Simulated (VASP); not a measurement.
# WSe2 (Pm) in VASP: further runs

The runs below take WSe2 through single point, with PBE+D3(BJ).

Everything below comes from runs of VASP 6.6.1. Logs are shortened: lines on timing, memory, paths and dates and some standing lists are left out, and cuts for length are marked.

### 1 The cell of the first run

The structure is monoclinic, space group Pm (No. 6). Conventional cell: a = 3.279 Å, b = 12.788 Å, c = 3.279 Å, α = 90.00°, β = 120.00°, γ = 90.00°. W (site symmetry m) has 4 Se at 2.16 to 2.58 Å within 2.9 Å. W (site symmetry m) has 6 Se at 2.53 Å and 6 W at 3.28 Å within 3.3 Å. Se (site symmetry 1) has 3 W at 2.53 Å and 7 Se at 3.28 to 3.37 Å within 3.4 Å. Se (site symmetry 1) has 2 W at 2.16 to 2.58 Å within 2.9 Å.

### 2 Single point, PBE+D3(BJ) (atom 1 (W) moved by -0.840 Å along [1 0 0] and +0.840 Å along [1 2 0])

INCAR

```
PREC = Accurate ; ENCUT = 520
EDIFF = 1E-7 ; ISMEAR = 0
SIGMA = 0.05 ; LREAL = F
LASPH = T ; NELM = 60
ALGO = Normal ; ISIF = 2
LWAVE = F ; LCHARG = F
GGA = PE ; IVDW = 12
NBANDS = 35
```

KPOINTS

```
regular mesh
0
Gamma
  9 9 2
```

POSCAR

```
WSe2
1.0
    3.2790216039      0.0000000000      0.0000000000
   -1.6395108019      2.8397160085      0.0000000000
    0.0000000000      0.0000000000     12.7878979243
W Se
2 4
Direct
    0.2250614715      0.9624708941      0.2500000000
    0.6666666667      0.3333333333      0.7500000000
    0.3333333333      0.6666666667      0.6182859564
    0.6666666667      0.3333333333      0.1182859564
    0.3333333333      0.6666666667      0.8817140436
    0.6666666667      0.3333333333      0.3817140436
```

Potentials or basis: VASP PAW PBE potentials, release 64 (W_sv, Se).

The run is started by

```sh
cat potpaw_PBE.64/W_sv/POTCAR potpaw_PBE.64/Se/POTCAR > POTCAR
mpirun -np 1 vasp_std > vasp.out
```

OUTCAR:

```text
PREC = Accurate
   ENCUT = 520
   EDIFF = 1E-7
   ISMEAR = 0
   LREAL = F
   LASPH = T
   NELM = 60
   ISIF = 2
   GGA = PE
   IVDW = 12
 IVDW          = 12

 ion  position               nearest neighbor table
   1  0.225  0.962  0.250-   4 2.16   6 2.16   4 2.58   6 2.58
   2  0.667  0.333  0.750-   3 2.53   5 2.53   3 2.53   5 2.53   3 2.53   5 2.53
   3  0.333  0.667  0.618-   2 2.53   2 2.53   2 2.53
   4  0.667  0.333  0.118-   1 2.16   1 2.58
   5  0.333  0.667  0.882-   2 2.53   2 2.53   2 2.53
   6  0.667  0.333  0.382-   1 2.16   1 2.58

  LATTYP: Found a hexagonal cell.
 ALAT       =     3.2790216039
 C/A-ratio  =     3.8999126779

  Lattice vectors:

 A1 = (   3.2790216039,   0.0000000000,   0.0000000000)
 A2 = (  -1.6395108019,   2.8397160085,   0.0000000000)
 A3 = (   0.0000000000,   0.0000000000,  12.7878979243)

Analysis of symmetry for initial positions (statically):
=====================================================================
 Subroutine PRICEL returns:
 Original cell was already a primitive cell.

 Routine SETGRP: Setting up the symmetry group for a
 hexagonal supercell.

 Subroutine GETGRP returns: Found  2 space group operations
 (whereof  1 operations were pure point group operations)
 out of a pool of 24 trial point group operations.

The static configuration has the point symmetry C_1 .
 The point group associated with its full space group is C_1h.

Analysis of symmetry for dynamics (positions and initial velocities):
=====================================================================
 Subroutine PRICEL returns:
 Original cell was already a primitive cell.

 Routine SETGRP: Setting up the symmetry group for a
 hexagonal supercell.

 Subroutine GETGRP returns: Found  2 space group operations
 (whereof  1 operations were pure point group operations)
 out of a pool of 24 trial point group operations.

The dynamic configuration has the point symmetry C_1 .
 The point group associated with its full space group is C_1h.

 Subroutine INISYM returns: Found  2 space group operations
 (whereof  1 operations are pure point group operations),
 and found     1 'primitive' translations

----------------------------------------------------------------------------------------

                                     Primitive cell

  volume of cell :     119.0744

[... 97 lines left out ...]
   LREAL  =      F    real-space projection
   EDIFFG = 0.1E-05   stopping-criterion for IOM
   NSW    =      0    number of steps for IOM
   IBRION =     -1    ionic relax: 0-MD 1-quasi-New 2-CG
   NFREE  =      0    steps in history (QN), initial steepest desc. (CG)
   ISIF   =      2    stress and relaxation
   ISYM   =      2    0-nonsym 1-usesym 2-fastsym
   POTIM  = 0.5000    time-step for ionic-motion
   TEBEG  =    0.0;   TEEND  =   0.0 temperature during run
   PSTRESS=    0.0 pullay stress
   NELECT =      52.0000    total number of electrons
   NUPDOWN=      -1.0000    fix difference up-down
   EMIN   =  10.00;   EMAX   =-10.00  energy-range for DOS
   EFERMI =   0.00;   METHOD = LEGACY
   ISMEAR =     0;   SIGMA  =   0.05  broadening in eV -4-tet -1-fermi 0-gaus
   EFERMI_NEDOS =   21; number of points for ismear=-14 and -15
   IALGO  =     38    algorithm
   IMIX   =      4    mixing-type and parameters
     AMIX     =   0.40;   BMIX     =  1.00
     AMIX_MAG =   1.60;   BMIX_MAG =  1.00
  volume/ion in A,a.u.               =      19.85       133.93
  Fermi-wavevector in a.u.,A,eV,Ry     =   1.242043  2.347120 20.989298  1.542670
  Thomas-Fermi vector in A             =   2.376414
   LORBIT       =      0    0 simple, 1 ext, 2 COOP (PROOUT), +10 PAW based schemes
   GGA     = PE    functional components
   LHFCALC =     F    Hartree Fock is set to
   AEXX    =    0.0000 exact exchange contribution
   IVDW    =    12    specifies the selected vdW correction
   LEPSILON=     F    determine dielectric tensor
   LRPA    =     F    only Hartree local field effects (RPA)
 non-spin polarized calculation
 Gauss-broadening in eV      SIGMA  =   0.05
  energy-cutoff  :      520.00
  volume of cell :      119.07
 maximum number of plane-waves:      3246
   NGX = 13   NGY = 13   NGZ = 47

 number of electron      51.9999991 magnetization

 Free energy of the ion-electron system (eV)
  ---------------------------------------------------
  ext. energy  EPLUGINS =         0.00000000
  ---------------------------------------------------
  free energy    TOTEN  =       -39.17299373 eV

  energy without entropy =      -39.17043486  energy(sigma->0) =      -39.17171429

 E-fermi :   7.1582     XC(G=0): -10.8811

 val. band max:        7.1571214102   @ k =  -0.4444   0.4444   0.5000
 cond. band min:       7.1692282711   @ k =   0.1111   0.2222   0.5000
 fundamental gap:      0.0121068609
 Fermi energy:         7.1581891568

 k-point     1 :       0.0000    0.0000    0.0000
  band No.  band energies     occupation
      1     -67.8062      2.00000
      2     -67.5633      2.00000
      3     -32.1928      2.00000
      4     -32.0615      2.00000
      5     -31.9263      2.00000
      6     -31.9189      2.00000
[... 901 lines left out ...]
     34      11.3890      0.00000
     35      11.4688      0.00000

 [... further k-points ...]

------------------------ aborting loop because EDIFF is reached ----------------------------------------

 Edisp (eV)   -2.85524

 E8    (eV) :    -1.2741

  FORCE on cell =-STRESS in cart. coord.  units (eV):
  Direction    XX          YY          ZZ          XY          YZ          ZX
  --------------------------------------------------------------------------------------
  -------------------------------------------------------------------------------------
  Total       4.78593     6.21722    17.55011     5.03205     0.00000     0.00000
  in kB      64.39589    83.65431   236.14136    67.70757     0.00000     0.00000
  external pressure =      128.06 kB  Pullay stress =        0.00 kB

 VOLUME and BASIS-vectors are now :
 -----------------------------------------------------------------------------
  energy-cutoff  :      520.00
  volume of cell :      119.07
      direct lattice vectors                 reciprocal lattice vectors
     3.279021604  0.000000000  0.000000000     0.304969018  0.176073945  0.000000000
    -1.639510802  2.839716008  0.000000000     0.000000000  0.352147890  0.000000000
     0.000000000  0.000000000 12.787897924     0.000000000  0.000000000  0.078198935

 POSITION                                       TOTAL-FORCE (eV/Angst)
 -----------------------------------------------------------------------------------
     -0.84000      2.73314      3.19697        -5.914932     -2.850030      0.000000
      1.63951      0.94657      9.59092         0.015376     -0.005464      0.000000
     -0.00000      1.89314      7.90658         0.001188      0.005740     -0.071028
      1.63951      0.94657      1.51263         2.948590      1.422007     -5.232723
     -0.00000      1.89314     11.27527         0.001188      0.005740      0.071028
      1.63951      0.94657      4.88132         2.948590      1.422007      5.232723
 -----------------------------------------------------------------------------------
    total drift:                               -0.000323      0.000492     -0.000000

  FREE ENERGIE OF THE ION-ELECTRON SYSTEM (eV)
  ---------------------------------------------------
  free  energy   TOTEN  =       -42.0282323764 eV

  energy  without entropy=      -42.0256735068  energy(sigma->0) =      -42.02695294
```

stdout:

```text
POSCAR found type information on POSCAR W Se
 POSCAR found :  2 types and       6 ions
 scaLAPACK will be used
 LDA part: xc-table for (Slater+PW92), standard interpolation
 POSCAR, INCAR and KPOINTS ok, starting setup
 FFT: planning ... GRIDC
 FFT: planning ... GRID_SOFT
 FFT: planning ... GRID
 WAVECAR not read
 entering main loop
```

It took 2.4 min on 1 thread of Intel Xeon 6975P-C (Granite Rapids), shared host; peak memory 0.42 GiB.

Results:

| Property | Result |
| --- | --- |
| Free energy | -42.0282 eV |
| Pressure | 12.8 GPa |
| Largest force | 6.566 eV/Å |
| Band gap on the k mesh | zero (bands 26 and 27 overlap by 0.19 eV) |
| Dispersion energy per atom | -0.476 eV |

Forces in eV/Å, atoms in the order of the input:
```
W   -5.915 -2.850  0.000
W    0.015 -0.005  0.000
Se   0.001  0.006 -0.071
Se   2.949  1.422 -5.233
Se   0.001  0.006  0.071
Se   2.949  1.422  5.233
```

Stress tensor (GPa, compression positive):
```
 6.44  6.77  0.00
 6.77  8.37  0.00
 0.00  0.00 23.61
```

Caveat: the cell differs from its parent crystal (atom 1 (W) moved by -0.840 Å along [1 0 0] and +0.840 Å along [1 2 0]); the stress differs along the axes, from 6 to 24 GPa; spin-orbit coupling is left out, which moves the levels of the heavy elements; forces of over 1 eV/Å act on the atoms, so gaps and moduli don't describe the material at rest.

### 3 Single point, PBE+D3(BJ) (atom 1 (W) moved by -0.840 Å along [1 0 0] and -0.280 Å along [1 2 0])

INCAR

```
PREC = Accurate
ENCUT = 520
EDIFF = 1E-6
ISMEAR = 0
SIGMA = 0.05
LREAL = False
LASPH = True
NELM = 60
ALGO = Normal
ISIF = 2
LWAVE = False
LCHARG = False
GGA = PE
IVDW = 12
NBANDS = 35
```

KPOINTS is that of step 2.

Changes to POSCAR since step 2:

```diff
@@ -8,3 +8,3 @@
 Direct
-    0.2250614715      0.9624708941      0.2500000000
+    0.0278586533      0.5680652575      0.2500000000
     0.6666666667      0.3333333333      0.7500000000
```

Potentials or basis: VASP PAW PBE potentials, release 64 (W_sv, Se).

The run is started by

```sh
cat potpaw_PBE.64/W_sv/POTCAR potpaw_PBE.64/Se/POTCAR > POTCAR
mpirun -np 1 vasp_std > vasp.out
```

It took 2 min on 1 thread of Intel Xeon 6975P-C (Granite Rapids), shared host; peak memory 0.42 GiB.

Results (log left out):

```
Free energy                : -39.0100 eV
Pressure                   : 25.7 GPa
Largest force              : 16.858 eV/Å
Band gap on the k mesh     : zero (bands 26 and 27 overlap by 0.33 eV)
Dispersion energy per atom : -0.476 eV
```

Forces on the atoms (eV/Å):
```
W    13.356  10.287   0.000
W    -0.043  -0.020   0.000
Se   -0.019  -0.012  -0.058
Se   -6.638  -5.122 -11.725
Se   -0.019  -0.012   0.058
Se   -6.638  -5.122  11.725
```

Stress tensor (GPa, compression positive):
```
14.56 11.45  0.00
11.45  9.07  0.00
 0.00  0.00 53.39
```

Levels at points of the mesh, in eV from the Fermi level:
```
           k point  band 23  band 24  band 25  band 26  band 27  band 28  band 29  band 30
(0.00, 0.00, 0.00)    -2.31    -1.91    -1.40    -1.31     1.57     1.70     1.72     1.82
(0.00, 0.00, 0.50)    -2.32    -2.06    -1.90    -1.03     1.62     1.66     1.75     1.77
```

Caveat: the cell differs from its parent crystal (atom 1 (W) moved by -0.840 Å along [1 0 0] and -0.280 Å along [1 2 0]); the stress differs along the axes, from 9 to 53 GPa; spin-orbit coupling is left out, which moves the levels of the heavy elements; forces of over 1 eV/Å act on the atoms, so gaps and moduli don't describe the material at rest.

### 4 Single point, PBE+D3(BJ) (atom 1 (W) moved by -0.280 Å along [1 0 0] and +0.840 Å along [1 2 0])

INCAR

```
ALGO = Normal
EDIFF = 1E-6
ENCUT = 520
GGA = PE
ISIF = 2
ISMEAR = 0
IVDW = 12
LASPH = T
LCHARG = T
LELF = T
LREAL = F
LVHAR = T
LWAVE = F
NBANDS = 35
NELM = 80
PREC = Accurate
SIGMA = 0.05
```

KPOINTS

```
k-points
0
Gamma
  9 9 2
```

Changes to POSCAR since step 3:

```diff
@@ -8,3 +8,3 @@
 Direct
-    0.0278586533      0.5680652575      0.2500000000
+    0.3958441219      0.9624708941      0.2500000000
     0.6666666667      0.3333333333      0.7500000000
```

The run is started by

```sh
cat potpaw_PBE.64/W_sv/POTCAR potpaw_PBE.64/Se/POTCAR > POTCAR
mpirun -np 1 vasp_std > vasp.out
```

Run time: 2 min. Hardware: 1 thread of Intel Xeon 6975P-C (Granite Rapids), shared host; peak memory 0.42 GiB.

Results (log left out):

* Free energy: -39.6986 eV
* Pressure: 23.1 GPa
* Largest force: 14.829 eV/Å
* Band gap on the k mesh: zero (bands 26 and 27 overlap by 0.40 eV)
* Dispersion energy per atom: -0.476 eV

Forces in eV/Å, atoms in the order of the input:
```
W    -2.650 -14.591   0.000
W    -0.009   0.040   0.000
Se    0.001   0.024  -0.056
Se    1.328   7.251 -10.296
Se    0.001   0.024   0.056
Se    1.328   7.251  10.296
```

Stress tensor (GPa, compression positive):
```
 1.52  4.39  0.00
 4.39 20.93  0.00
 0.00  0.00 46.90
```

Levels at points of the mesh, in eV from the Fermi level:
```tsv
k point	band 24	band 25	band 26	band 27	band 28	band 29
(0.00, 0.00, 0.00)	-2.00	-1.49	-1.40	1.27	1.72	1.74
(0.00, 0.00, 0.50)	-2.17	-1.99	-1.08	1.30	1.75	1.76
```

Caveat: the cell differs from its parent crystal (atom 1 (W) moved by -0.280 Å along [1 0 0] and +0.840 Å along [1 2 0]); the stress differs along the axes, from 2 to 47 GPa; spin-orbit coupling is left out, which moves the levels of the heavy elements; forces of over 1 eV/Å act on the atoms, so gaps and moduli don't describe the material at rest.

### 5 The runs side by side

| cell | gap on the mesh (eV) | pressure (GPa) | largest force (eV/Å) |
| --- | --- | --- | --- |
| as given, atomic positions A | none | 12.8 | 6.57 |
| as given, atomic positions B | none | 25.7 | 16.86 |
| as given, atomic positions C | none | 23.1 | 14.83 |

Alike in all rows: task single point; level PBE+D3(BJ); potentials or basis VASP PAW PBE potentials, release 64 (W_sv, Se); no spin polarisation; k mesh 9 × 9 × 2; cutoff (eV) 520; smearing gaussian 0.05 eV.

Caveats: spin-orbit coupling is left out, which moves the levels of the heavy elements; forces of over 1 eV/Å act on the atoms, so gaps and moduli don't describe the material at rest; the stress differs along the axes, from 6 to 24 GPa (at least some runs); the stress differs along the axes, from 9 to 53 GPa (at least some runs); the stress differs along the axes, from 2 to 47 GPa (at least some runs).

Absolute energies hang on the potentials; compare differences alone.

The gap in the log of VASP goes by the Fermi energy; the results here count the filled bands.